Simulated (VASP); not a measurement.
# AlN (R-3m) in VASP: single point with r2SCAN

Aim: the single point of AlN with r2SCAN.

Program: VASP 6.6.1. These are calculated values, not measurements. Logs are shortened: lines on timing, memory, paths and dates and some standing lists are left out, and cuts for length are marked.

### 1 The cell of the first run

The structure is trigonal, space group R-3m (No. 166). Conventional cell: a = 3.105 Å, b = 3.105 Å, c = 23.642 Å, α = 90.00°, β = 90.00°, γ = 120.00°. Al (site symmetry 3m) has 3 N at 1.79 Å within 2.4 Å. Within 2.4 Å of N (site symmetry 3m) lie 3 Al at 1.79 Å.

### 2 Single point, r2SCAN

The input, POSCAR:

```
AlN
1.0
    3.1050546271      0.0000003442      0.0000000660
   -1.5525276116      2.6890560151     -0.0000000330
   -1.5525275803      0.8963518903      7.8806940709
Al N
2 2
Direct
    0.4182474217      0.5817525783      0.2547422652
    0.5817525783      0.4182474217      0.7452577348
    0.9150365209      0.0849634791      0.7451095626
    0.0849634791      0.9150365209      0.2548904374
```

The input, INCAR.step1:

```
SYSTEM = AlN
PREC = Accurate
ENCUT = 520
ISMEAR = 0
SIGMA = 0.0167
LREAL = .False.
LASPH = .True.
NELM = 80
NBANDS = 16
GGA = PE
ALGO = Normal
EDIFF = 1E-4
LWAVE = .True.
LCHARG = .False.
```

The input, INCAR.step2:

```
SYSTEM = AlN
PREC = Accurate
ENCUT = 520
EDIFF = 1E-7
ISMEAR = 0
SIGMA = 0.0167
LREAL = .False.
LASPH = .True.
NELM = 80
ALGO = Normal
ISIF = 2
LWAVE = .False.
LCHARG = .True.
METAGGA = R2SCAN
LMIXTAU = .True.
LELF = .True.
LVHAR = .True.
NBANDS = 16
ISTART = 1
```

The input, KPOINTS:

```
Automatic mesh
0
Gamma
  8 8 8
  0 0 0
```

Potentials or basis: VASP PAW PBE potentials, release 64 (Al, N).

The run is started by

```bash
$ cat potpaw_PBE.64/Al/POTCAR potpaw_PBE.64/N/POTCAR > POTCAR
$ cp INCAR.step1 INCAR
$ mpirun -np 1 vasp_std > vasp.out
$ cp INCAR.step2 INCAR
$ mpirun -np 1 vasp_std > vasp.out
```

OUTCAR:

```text
SYSTEM = AlN
   PREC = Accurate
   ENCUT = 520
   EDIFF = 1E-7
   ISMEAR = 0
   LREAL = .False.
   LASPH = .True.
   NELM = 80
   ISIF = 2
   METAGGA = R2SCAN
   ISTART = 1

 ion  position               nearest neighbor table
   1  0.418  0.582  0.255-   4 1.79   4 1.79   4 1.79
   2  0.582  0.418  0.745-   3 1.79   3 1.79   3 1.79
   3  0.915  0.085  0.745-   2 1.79   2 1.79   2 1.79
   4  0.085  0.915  0.255-   1 1.79   1 1.79   1 1.79

  LATTYP: Found a trigonal (rhomboedric) cell.
 ALAT       =     8.0820249714
 COS(alpha) =     0.9261980021

  Lattice vectors:

 A1 = (   0.0000000313,  -1.7927041248,   7.8806941039)
 A2 = (   1.5525270468,   0.8963522345,   7.8806941369)
 A3 = (  -1.5525275803,   0.8963518903,   7.8806940709)

Analysis of symmetry for initial positions (statically):
=====================================================================
 Subroutine PRICEL returns:
 Original cell was already a primitive cell.

 Routine SETGRP: Setting up the symmetry group for a
 trigonal (rhombohedral) supercell.

 Subroutine GETGRP returns: Found 12 space group operations
 (whereof 12 operations were pure point group operations)
 out of a pool of 12 trial point group operations.

The static configuration has the point symmetry D_3d.

Analysis of symmetry for dynamics (positions and initial velocities):
=====================================================================
 Subroutine PRICEL returns:
 Original cell was already a primitive cell.

 Routine SETGRP: Setting up the symmetry group for a
 trigonal (rhombohedral) supercell.

 Subroutine GETGRP returns: Found 12 space group operations
 (whereof 12 operations were pure point group operations)
 out of a pool of 12 trial point group operations.

The dynamic configuration has the point symmetry D_3d.

 Subroutine INISYM returns: Found 12 space group operations
 (whereof 12 operations are pure point group operations),
 and found     1 'primitive' translations

----------------------------------------------------------------------------------------

                                     Primitive cell

  volume of cell :      65.8012

  direct lattice vectors                    reciprocal lattice vectors
     3.105054627  0.000000344  0.000000066     0.322055504  0.185938880  0.042297466
    -1.552527612  2.689056015 -0.000000033    -0.000000040  0.371877689 -0.042297459
    -1.552527580  0.896351890  7.880694071    -0.000000003 -0.000000000  0.126892376

  length of vectors
     3.105054627  3.105054627  8.082024971     0.374275421  0.374275421  0.126892376

  position of ions in fractional coordinates (direct lattice)
     0.418247422  0.581752578  0.254742265
     0.581752578  0.418247422  0.745257735
     0.915036521  0.084963479  0.745109563
     0.084963479  0.915036521  0.254890437

  ion indices of the primitive-cell ions
   primitive index   ion index
                 1           1
                 2           2
                 3           3
                 4           4

----------------------------------------------------------------------------------------

 KPOINTS: Automatic mesh

Automatic generation of k-mesh.
 Grid dimensions read from file:
 generate k-points for:    8    8    8

 Generating k-lattice:

  Cartesian coordinates                     Fractional coordinates (reciprocal lattice)
     0.040256938  0.023242360  0.005287183     0.125000000 -0.000000000 -0.000000000
    -0.000000005  0.046484711 -0.005287182     0.000000000  0.125000000 -0.000000000
    -0.000000000 -0.000000000  0.015861547     0.000000000  0.000000000  0.125000000

  Length of vectors
     0.046784428  0.046784428  0.015861547

  Shift w.r.t. Gamma in fractional coordinates (k-lattice)
     0.000000000  0.000000000  0.000000000

 Subroutine IBZKPT returns following result:
 ===========================================

 Found     65 irreducible k-points:

 Following reciprocal coordinates:
            Coordinates               Weight
  0.000000  0.000000  0.000000      1.000000
  0.125000  0.000000  0.000000      6.000000
  0.250000  0.000000  0.000000      6.000000
  0.375000  0.000000  0.000000      6.000000
  0.500000  0.000000  0.000000      3.000000
  0.125000  0.125000  0.000000      6.000000
[... 16 lines left out ...]
  0.125000  0.000000  0.125000      6.000000
  0.250000  0.000000  0.125000      6.000000
 [... further k-points ...]
   k-points           NKPTS =     65   k-points in BZ     NKDIM =     65   number of bands    NBANDS=     16
   number of dos      NEDOS =    301   number of ions     NIONS =      4
   total plane-waves  NPLWV =  34560
   dimension x,y,z NGX =    24 NGY =   24 NGZ =   60
   dimension x,y,z NGXF=    48 NGYF=   48 NGZF=  120
   ions per type =               2   2
   NGX,Y,Z   is equivalent  to a cutoff of  12.85, 12.85, 12.34 a.u.
   NGXF,Y,Z  is equivalent  to a cutoff of  25.70, 25.70, 24.68 a.u.
 SYSTEM =  AlN
   PREC   = accura    normal or accurate (medium, high low for compatibility)
   ISTART =      1    job   : 0-new  1-cont  2-samecut
   ICHARG =      0    charge: 1-file 2-atom 10-const
   ISPIN  =      1    spin polarized calculation?
   LNONCOLLINEAR =      F non collinear calculations
   LSORBIT =      F    spin-orbit coupling
   LASPH  =      T    aspherical Exc in radial PAW
   ENCUT  =  520.0 eV  38.22 Ry    6.18 a.u.   5.77  5.77 15.03*2*pi/ulx,y,z
   NELM   =     80;   NELMIN=  2; NELMDL=  0     # of ELM steps
   EDIFF  = 0.1E-06   stopping-criterion for ELM
   LREAL  =      F    real-space projection
   EDIFFG = 0.1E-05   stopping-criterion for IOM
   NSW    =      0    number of steps for IOM
   IBRION =     -1    ionic relax: 0-MD 1-quasi-New 2-CG
   NFREE  =      0    steps in history (QN), initial steepest desc. (CG)
   ISIF   =      2    stress and relaxation
   ISYM   =      2    0-nonsym 1-usesym 2-fastsym
   POTIM  = 0.5000    time-step for ionic-motion
   TEBEG  =    0.0;   TEEND  =   0.0 temperature during run
   PSTRESS=    0.0 pullay stress
   NELECT =      16.0000    total number of electrons
   NUPDOWN=      -1.0000    fix difference up-down
   EMIN   =  10.00;   EMAX   =-10.00  energy-range for DOS
   EFERMI =   0.00;   METHOD = LEGACY
   ISMEAR =     0;   SIGMA  =   0.02  broadening in eV -4-tet -1-fermi 0-gaus
   EFERMI_NEDOS =   21; number of points for ismear=-14 and -15
   IALGO  =     38    algorithm
   IMIX   =      4    mixing-type and parameters
     AMIX     =   0.40;   BMIX     =  1.00
     AMIX_MAG =   1.60;   BMIX_MAG =  1.00
  volume/ion in A,a.u.               =      16.45       111.01
  Fermi-wavevector in a.u.,A,eV,Ry     =   1.021810  1.930942 14.205794  1.044096
  Thomas-Fermi vector in A             =   2.155455
   LORBIT       =      0    0 simple, 1 ext, 2 COOP (PROOUT), +10 PAW based schemes
   METAGGA = R2SCAN    functional components
   LHFCALC =     F    Hartree Fock is set to
   AEXX    =    0.0000 exact exchange contribution
   IVDW    =     0    specifies the selected vdW correction
   LEPSILON=     F    determine dielectric tensor
   LRPA    =     F    only Hartree local field effects (RPA)
 non-spin polarized calculation
 Gauss-broadening in eV      SIGMA  =   0.02
  energy-cutoff  :      520.00
  volume of cell :       65.80
 maximum number of plane-waves:      1787
   NGX = 11   NGY = 11   NGZ = 31

 number of electron      16.0000001 magnetization

 Free energy of the ion-electron system (eV)
  ---------------------------------------------------
  ext. energy  EPLUGINS =         0.00000000
  ---------------------------------------------------
  free energy    TOTEN  =       -36.15364615 eV

  energy without entropy =      -36.15364615  energy(sigma->0) =      -36.15364615

 E-fermi :   1.8306     XC(G=0):  -8.9073

 val. band max:        1.7040037041   @ k =   0.3750   0.2500   0.1250
 cond. band min:       4.0008332033   @ k =   0.0000   0.0000   0.0000
 fundamental gap:      2.2968294992
 Fermi energy:         1.8306285962

 k-point     1 :       0.0000    0.0000    0.0000
  band No.  band energies     occupation
      1     -13.0099      2.00000
      2     -12.8862      2.00000
      3      -1.5538      2.00000
      4       0.1338      2.00000
      5       0.8500      2.00000
      6       0.8501      2.00000
[... 8 lines left out ...]
     15      14.6141      0.00000
     16      14.6506      0.00000

 k-point     2 :       0.1250    0.0000    0.0000
  band No.  band energies     occupation
      1     -12.8373      2.00000
      2     -12.7203      2.00000
      3      -1.3035      2.00000
      4       0.0092      2.00000
      5       0.1150      2.00000
      6       0.3091      2.00000
[... 8 lines left out ...]
     15      13.9320      0.00000
     16      15.1536      0.00000

 k-point     3 :       0.2500    0.0000    0.0000
  band No.  band energies     occupation
      1     -12.3774      2.00000
      2     -12.2808      2.00000
      3      -1.5381      2.00000
      4      -1.3793      2.00000
      5      -0.5885      2.00000
      6       0.4520      2.00000
[... 8 lines left out ...]
     15      14.4908      0.00000
     16      14.7882      0.00000

 k-point     4 :       0.3750    0.0000    0.0000
  band No.  band energies     occupation
      1     -11.8327      2.00000
      2     -11.7666      2.00000
      3      -2.8821      2.00000
      4      -2.7005      2.00000
      5       0.2025      2.00000
      6       0.2138      2.00000
[... 8 lines left out ...]
     15      13.7327      0.00000
     16      14.6830      0.00000
[... 324 lines left out ...]
 k-point    22 :       0.0000    0.0000    0.1250
  band No.  band energies     occupation
      1     -13.0054      2.00000
      2     -12.8909      2.00000
      3      -1.5074      2.00000
      4       0.0358      2.00000
      5       0.8484      2.00000
      6       0.8484      2.00000
[... 8 lines left out ...]
     15      14.5610      0.00000
     16      14.7067      0.00000

 k-point    23 :       0.1250    0.0000    0.1250
  band No.  band energies     occupation
      1     -12.8303      2.00000
      2     -12.7278      2.00000
      3      -1.2313      2.00000
      4      -0.0454      2.00000
      5       0.1209      2.00000
      6       0.2243      2.00000
[... 8 lines left out ...]
     15      14.0992      0.00000
     16      15.1095      0.00000

 k-point    24 :       0.2500    0.0000    0.1250
  band No.  band energies     occupation
      1     -12.3692      2.00000
      2     -12.2894      2.00000
      3      -1.5385      2.00000
      4      -1.3947      2.00000
      5      -0.4785      2.00000
      6       0.4543      2.00000
[... 8 lines left out ...]
     15      14.4751      0.00000
     16      14.7658      0.00000

 [... further k-points ...]
[... 5 lines left out ...]
  --------------------------------------------------------------------------------------
  -------------------------------------------------------------------------------------
  Total       -0.0201000     -0.0201000     -0.0404821     -0.0000000     -0.0000000      0.0000000
  in kB       -0.4894104     -0.4894104     -0.9856881     -0.0000000     -0.0000000      0.0000000
  external PRESSURE =      -0.6548363 kB  Pullay stress =       0.0000000 kB

 VOLUME and BASIS-vectors are now :
 -----------------------------------------------------------------------------
  energy-cutoff  :      520.00
  volume of cell :       65.80
      direct lattice vectors                 reciprocal lattice vectors
     3.105054627  0.000000344  0.000000066     0.322055504  0.185938880  0.042297466
    -1.552527612  2.689056015 -0.000000033    -0.000000040  0.371877689 -0.042297459
    -1.552527580  0.896351890  7.880694071    -0.000000003 -0.000000000  0.126892376

 POSITION                                       TOTAL-FORCE (eV/Angst)
 -----------------------------------------------------------------------------------
     -0.00000      1.79270      2.00755         0.000000     -0.000000     -0.001201
     -0.00000      1.79270      5.87315        -0.000000      0.000000      0.001201
      1.55253      0.89635      5.87198         0.000000     -0.000000     -0.000691
     -1.55253      2.68906      2.00871        -0.000000     -0.000000      0.000691
 -----------------------------------------------------------------------------------
    total drift:                                0.000000     -0.000000      0.000000

  FREE ENERGIE OF THE ION-ELECTRON SYSTEM (eV)
  ---------------------------------------------------
  free  energy   TOTEN  =       -36.1536461549 eV

  energy  without entropy=      -36.1536461549  energy(sigma->0) =      -36.15364615
```

Wall time 5.1 min (1 thread of Intel Xeon 8259CL, shared host); peak memory 0.22 GiB.

What came out:

```
Free energy            : -36.1536 eV
Pressure               : -0.1 GPa
Band gap on the k mesh : 2.30 eV, indirect (least direct gap 3.14 eV)
```

Caveat: the PAW data sets were made with another functional, which shifts forces and pressure a little.
